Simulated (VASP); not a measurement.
**B9C5: single point with PBE**

System: B9C5.

```
C B
1.0
     4.73173   -0.04549    0.03954
    -0.04549    4.98516   -0.06053
     0.03954   -0.06053    4.82613
C B
5 9
Direct
  0.72314 0.45337 0.24306
  0.22036 0.05715 0.72377
  0.38691 0.16399 0.52439
  0.66667 0.72254 0.70039
  0.92725 0.63370 0.19067
  0.52042 0.48219 0.51748
  0.74803 0.85654 0.96669
  0.71624 0.72996 0.40627
  0.13102 0.36605 0.00203
  0.64885 0.19114 0.18201
  0.25135 0.65475 0.81780
  0.98436 0.08755 0.94429
  0.25452 0.63847 0.25184
  0.37449 0.93324 0.25278
```

| Quantity | Value |
| --- | --- |
| Program | VASP 6.6.1 |
| Task | single point |
| Functional | PBE |
| Potentials or basis | VASP PAW PBE potentials, release 64 (C, B) |
| Cutoff | 520 eV |
| k mesh | 1 × 1 × 1, shifted |
| Occupations | fermi-dirac, width 0.3447 eV |
| Spin | no spin polarisation |
| Dipole correction | no |
| Further INCAR settings | ALGO = Normal; EDIFF = 1e-06; NBANDS = 36; ISYM = -1 |

| Property | Result |
| --- | --- |
| Pressure | 11.0 GPa |
| Largest force | 6.705 eV/Å |
| Band gap on the k mesh | zero (an odd number of electrons rules out a gap without spin polarisation) |

Forces on the atoms (eV/Å):
```
C   -1.769 -2.197  1.196
C   -1.013 -1.968  0.394
C    0.291  0.383 -0.680
C   -1.534 -1.168  1.221
C    2.327  2.478 -1.155
B   -3.838 -2.905  1.747
B   -1.189  0.599  2.243
B    0.405  2.992 -0.553
B    1.300  4.207  0.246
B   -0.722 -6.518 -1.395
B    1.739  0.417 -0.867
B    1.866  1.489 -0.843
B   -1.804 -2.577 -1.243
B    3.941  4.771 -0.312
```

Stress tensor (GPa, compression positive):
```
 15.98  -2.46 -14.22
 -2.46  12.00  -5.88
-14.22  -5.88   4.88
```

Levels at points of the mesh, in eV from the Fermi level:
| k point | band 22 | band 23 | band 24 | band 25 | band 26 | band 27 |
| --- | --- | --- | --- | --- | --- | --- |
| (0.25, 0.25, 0.25) | -1.37 | -0.56 | -0.16 | 0.89 | 1.77 | 2.75 |

It took 13 s on 1 thread of Intel Xeon 8259CL, with other jobs on the host, peak memory 0.2 GiB.

Caveat: the atoms stand as in a frame of molecular dynamics; so wide a smearing shifts energies and pressures; an odd number of electrons without spin polarisation forces a metal; a magnetic or distorted state may lie lower.
